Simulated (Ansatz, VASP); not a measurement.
## Ta4O in VASP and in Ansatz

```
Ta O
1.0
     3.21094    0.00000    0.00000
     0.00000    3.21094    0.00000
     0.00000    0.00000    7.34198
Ta O
4 1
Cartesian
  0.0000 0.0000 3.6710
  1.6055 1.6055 5.7472
  1.6055 1.6055 1.5948
  0.0000 0.0000 0.0000
  1.6055 1.6055 3.6710
```

Alike in both runs: task single point; functional PBEsol; k mesh 16 × 16 × 8; occupations gaussian, width 0.15 eV; no spin polarisation.

|  | VASP | Ansatz |
| --- | --- | --- |
| version | VASP 6.6.1 | Ansatz 0.2.0 |
| potentials or method | VASP PAW PBE potentials, release 64 (Ta_pv, O), cutoff 520 eV | scalar-relativistic, plane waves, PAW |
| valence electrons in the cell | 50 | 58 |

|  | VASP | Ansatz | Ansatz less VASP |
| --- | --- | --- | --- |
| gap on the k mesh at the Fermi level (eV) | none | none | - |
| pressure (GPa) | 0.4 | 0.1 | -0.37 |
| traceless stress, the component that is largest in VASP (GPa) | 0.17 | 0.03 | -0.141 |
| rms of the force components (eV/Å) | 0.016 | 0.003 | -0.0137 |

VASP's potentials were made for PBE, not for PBEsol. Atom by atom the forces differ by 0.014 eV/Å (rms over components). A gap of «none» marks a metal or a gap that the smearing closes. VASP's potentials hold 50 valence electrons a cell and Ansatz's 58, so a difference there can come from the potentials and not from the codes.

Spin-orbit coupling is off throughout.
